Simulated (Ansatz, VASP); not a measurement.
**AlN: VASP beside Ansatz**

File POSCAR:

```
AlN
1.0
    0.0000000000      2.1411788842      2.2285739407
    2.1411788842      0.0000000000      2.2285739407
    2.1411788842      2.1411788842      0.0000000000
Al N
1 1
Direct
    0.0000000000      0.0000000000      0.0000000000
    0.2500000000      0.2500000000      0.2500000000
```

The input INCAR.step1:

```
SYSTEM = AlN
ALGO = Normal
EDIFF = 1E-4
ENCUT = 520
GGA = PE
ISMEAR = 0
LASPH = .TRUE.
LCHARG = .FALSE.
LREAL = .FALSE.
LWAVE = .TRUE.
NBANDS = 11
NELM = 60
PREC = Accurate
SIGMA = 0.01
```

The input INCAR.step2:

```
SYSTEM = AlN
ALGO = Normal
EDIFF = 1E-7
ENCUT = 520
ISIF = 2
ISMEAR = 0
ISTART = 1
LASPH = .TRUE.
LCHARG = .FALSE.
LMIXTAU = .TRUE.
LREAL = .FALSE.
LWAVE = .FALSE.
METAGGA = R2SCAN
NBANDS = 11
NELM = 60
PREC = Accurate
SIGMA = 0.01
```

The input KPOINTS:

```
k-points
0
G
  10 10 10
  0 0 0
```

Input for Ansatz:

```yaml
crystal:
  lattice:
    - [0.0, 2.1411788842, 2.2285739407]
    - [2.1411788842, 0.0, 2.2285739407]
    - [2.1411788842, 2.1411788842, 0.0]
  atoms:
    - { symbol: Al, position: [0.0, 0.0, 0.0] }
    - { symbol: "N", position: [0.25, 0.25, 0.25] }
kpoints:
  mp_grid: { grid: [10, 10, 10] }
  band_path:
    path:
      - [0.0, 0.0, 0.0]
      - [-0.5, -0.5, 0.0]
      - [-0.375, -0.375, 0.25]
      - [-0.375, 0.0, 0.375]
      - [0.0, 0.0, 0.5]
      - [-0.5, -0.25, 0.25]
      - [0.088542, 0.088542, 0.177083]
      - [0.0, 0.5, 0.5]
    npoints: 1
hamiltonian:
  xc: r2scan
scf:
  occupations: { method: fixed }
  n_extra_bands: 4
output:
  forces: true
  stress: true
  eigenvalues: true
```

Change from the starting cell: epitaxial_xy strain -2.0%.

Alike in both runs: task single point; functional r2SCAN; k mesh 10 × 10 × 10; no spin polarisation.

|  | VASP | Ansatz |
| --- | --- | --- |
| version | VASP 6.6.1 | Ansatz 0.2.0 |
| potentials or method | VASP PAW PBE potentials, release 64 (Al, N) | plane waves, PAW |
| plane-wave cutoff (eV) | 520 | 500 |
| occupations | gaussian, width 0.01 eV | fixed |
| valence electrons in the cell | 8 | 8 |

|  | VASP | Ansatz | Ansatz less VASP |
| --- | --- | --- | --- |
| gap on the k mesh at the Fermi level (eV) | 3.82 | 3.83 | +0.009 |
| pressure (GPa) | 4.0 | 4.4 | +0.38 |
| traceless stress, the component that is largest in VASP (GPa) | -4.38 | -4.37 | +0.008 |

VASP's potentials were made for PBE, not for r2SCAN.
